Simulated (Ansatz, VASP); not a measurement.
**Two plane-wave programs on P**

Contents of INCAR:

```
PREC = Accurate
ENCUT = 520
EDIFF = 1E-6
ISMEAR = 0
SIGMA = 0.05
LREAL = F
LASPH = T
NELM = 100
ALGO = Normal
ISIF = 2
LWAVE = F
LCHARG = F
GGA = PS
NBANDS = 18
```

File KPOINTS:

```
regular mesh
0
Gamma
  8 1 6
```

Contents of POSCAR:

```
P
1.0
    3.2843670828      0.0000000000      0.0000000000
    0.0000000000     34.8747449650      0.0000000000
    0.0000000000      0.0000000000      4.4369101913
P
4
Direct
    0.0000000000      0.9696876221      0.5826201345
    0.0000000000      0.0303123779      0.4173798655
    0.5000000000      0.0303123779      0.0826201345
    0.5000000000      0.9696876221      0.9173798655
```

Input for Ansatz:

```yaml
crystal:
  lattice:
    - [3.2843670828, 0.0, 0.0]
    - [0.0, 34.874744965, 0.0]
    - [0.0, 0.0, 4.4369101913]
  atoms:
    - { symbol: P, position: [0.0, 0.9696876221, 0.5826201345] }
    - { symbol: P, position: [0.0, 0.0303123779, 0.4173798655] }
    - { symbol: P, position: [0.5, 0.0303123779, 0.0826201345] }
    - { symbol: P, position: [0.5, 0.9696876221, 0.9173798655] }
basis:
  ecutwfc: 420
kpoints:
  mp_grid: { grid: [8, 1, 6] }
hamiltonian:
  xc: pbesol
scf:
  occupations: { method: gaussian, width: 0.05 }
output:
  forces: true
  stress: true
  eigenvalues: true
```

Alike in both runs: task single point; functional PBEsol; k mesh 8 × 1 × 6; occupations gaussian, width 0.05 eV; no spin polarisation.

|  | VASP | Ansatz |
| --- | --- | --- |
| version | VASP 6.6.1 | Ansatz 0.2.0 |
| potentials or method | VASP PAW PBE potentials, release 64 (P), cutoff 520 eV | scalar-relativistic, plane waves, PAW |
| valence electrons in the cell | 20 | 20 |

|  | VASP | Ansatz | Ansatz less VASP |
| --- | --- | --- | --- |
| gap on the k mesh at the Fermi level (eV) | 0.72 | 0.70 | -0.015 |
| least direct gap on the mesh (eV) | 0.72 | 0.70 | -0.015 |
| rms of the force components (eV/Å) | 0.012 | 0.002 | -0.0102 |

VASP's potentials were made for PBE, not for PBEsol. Atom by atom the forces differ by 0.013 eV/Å (rms over components). With one functional, cell and mesh, what is left measures potentials, basis and numerics.
